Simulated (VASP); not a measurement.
Write the native input for VASP 6.6.1 that does the following.

```
Task                   : relaxation of cell and atoms
Functional             : PBE
Potentials or basis    : VASP PAW PBE potentials, release 64 (Co, Si)
Cutoff                 : 600 eV
k mesh                 : 13 × 13 × 13
Occupations            : fermi-dirac, width 0.05 eV
Spin                   : no spin polarisation
Target pressure        : 14 GPa
Dipole correction      : no
Further INCAR settings : ALGO = Normal; EDIFF = 1e-07; IBRION = 2; EDIFFG = -0.005; NSW = 60; ISIF = 3
```

The structure of CoSi (zincblende type) lies in POSCAR:

```
CoSi
1.0
    0.0000000000      2.3983842897      2.3983842897
    2.3983842897      0.0000000000      2.3983842897
    2.3983842897      2.3983842897      0.0000000000
Co Si
1 1
Direct
    0.0000000000      0.0000000000      0.0000000000
    0.2500000000      0.2500000000      0.2500000000
```

One way to write it, as run:

INCAR

```
PREC = Accurate ; ENCUT = 600
EDIFF = 1E-7 ; ISMEAR = -1
SIGMA = 0.05 ; LREAL = False
LASPH = True ; NELM = 80
ALGO = Normal ; ISIF = 3
LWAVE = False ; LCHARG = False
GGA = PE ; IBRION = 2
NSW = 60 ; EDIFFG = -0.005
PSTRESS = 140.0
```

KPOINTS

```
Automatic mesh
0
Gamma
  13 13 13
```

Potentials or basis: VASP PAW PBE potentials, release 64 (Co, Si).

Command:

```bash
$ cat potpaw_PBE.64/Co/POTCAR potpaw_PBE.64/Si/POTCAR > POTCAR
$ mpirun -np 1 vasp_std > vasp.out
```

Results of the run:

The relaxed volume is 14.83 Å³/atom, the relaxed cell is a = 3.475 Å, b = 3.475 Å, c = 3.475 Å, α = 60.00°, β = 60.00°, γ = 60.00° and the space group after relaxing (to 0.05 Å) is F-43m (No. 216). The energy change on relaxing (the enthalpy is what falls) is -132.4 meV/atom. The ionic steps are 4. The pressure after relaxing is 14.0 GPa.

Caveat: the cell is relaxed towards a set pressure, so the enthalpy falls and the energy may rise.

Wall time 82 s on 1 thread of Intel(R) Xeon(R) Platinum 8259CL CPU @ 2.50GHz (Skylake/Cascade Lake) (shared host), peak memory 0.19 GiB.
